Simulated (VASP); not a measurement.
Crystal: Al2Pt.

```
Pt Al
1.0
     0.00000    3.01296    3.01296
     3.01296    0.00000    3.01296
     3.01296    3.01296    0.00000
Pt Al
1 2
Direct
  0.00000 0.00000 0.00000
  0.75000 0.75000 0.75000
  0.25000 0.25000 0.25000
```

* Program: VASP 6.6.1
* Task: relaxation of cell and atoms
* Functional: SCAN
* Potentials or basis: VASP PAW PBE potentials, release 64 (Pt, Al)
* Cutoff: 620 eV
* k mesh: 11 × 11 × 11
* Occupations: methfessel-paxton of order 2, width 0.05 eV
* Spin: no spin polarisation

At the start: pressure -10.3 GPa; volume 18.23 Å³/atom.

Question: Where does the relaxation end?

Answer: Over 6 steps the energy falls by 49.8 meV/atom and the volume is 16.79 Å³/atom (-7.9 %); space group Fm-3m (No. 225, to 0.1 Å) before and after.

The path:
```tsv
step	energy change (eV)	largest force (eV/Å)	pressure (GPa)	volume (Å³)
1	0.0000	0.0000	-10.31	54.70
2	0.0705	0.0000	17.24	45.93
3	-0.1498	0.0000	-0.24	50.47
4	-0.1499	0.0000	0.01	50.38
5	-0.1495	0.0000	0.01	50.38
6	-0.1495	0.0000	0.01	50.38
```

Final structure:
```
CELL_PARAMETERS angstrom
0.00000 2.93147 2.93147
2.93147 0.00000 2.93147
2.93147 2.93147 0.00000
ATOMIC_POSITIONS crystal
Pt 0.00000 0.00000 0.00000
Al 0.75000 0.75000 0.75000
Al 0.25000 0.25000 0.25000
```

Caveat: the PAW data sets were made with another functional, which shifts forces and pressure a little.
